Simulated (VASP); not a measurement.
Runs of VASP 6.6.1 on Mo. The structure is that of space group P6/mmm (No. 191), or close to it. The cells are those of the table. This isn't the form of Mo at room conditions, which is bcc.

```tsv
cell	k mesh	gap on the mesh (eV)	pressure (GPa)
a = 4.730, b = 4.730, c = 2.597 Å, angles 90.0, 90.0, 120.0°, 3 atoms	10 × 10 × 16	none	(b)
a = 4.474, b = 4.474, c = 2.456 Å, angles 90.0, 90.0, 120.0°, 3 atoms	10 × 10 × 16	none	40.5
a = 4.669, b = 4.669, c = 2.563 Å, angles 90.0, 90.0, 120.0°, 3 atoms	8 × 8 × 11	none	(a)
a = 4.605, b = 4.605, c = 2.528 Å, angles 90.0, 90.0, 120.0°, 3 atoms	10 × 10 × 16	none	11.2
a = 4.669, b = 4.669, c = 2.563 Å, angles 90.0, 90.0, 120.0°, 3 atoms	10 × 10 × 16	none	0.6
a = 4.541, b = 4.541, c = 2.493 Å, angles 90.0, 90.0, 120.0°, 3 atoms	10 × 10 × 16	none	24.4
```

Alike in all rows: task single point; level PBE; potentials or basis VASP PAW PBE potentials, release 64 (Mo_sv); no spin polarisation; cutoff (eV) 520; smearing fermi-dirac 0.1 eV.

**Question.** Estimate the missing entries.

**Answer.** (a) 0.5; (b) -8.1.

Caveats: the cell stands under pressure (at least some runs); the cell stands under tension (at least some runs).

A k mesh can miss the band edges, and the runs leave out spin-orbit coupling on Mo.

A gap of «none» marks levels without a gap at the run's occupations.
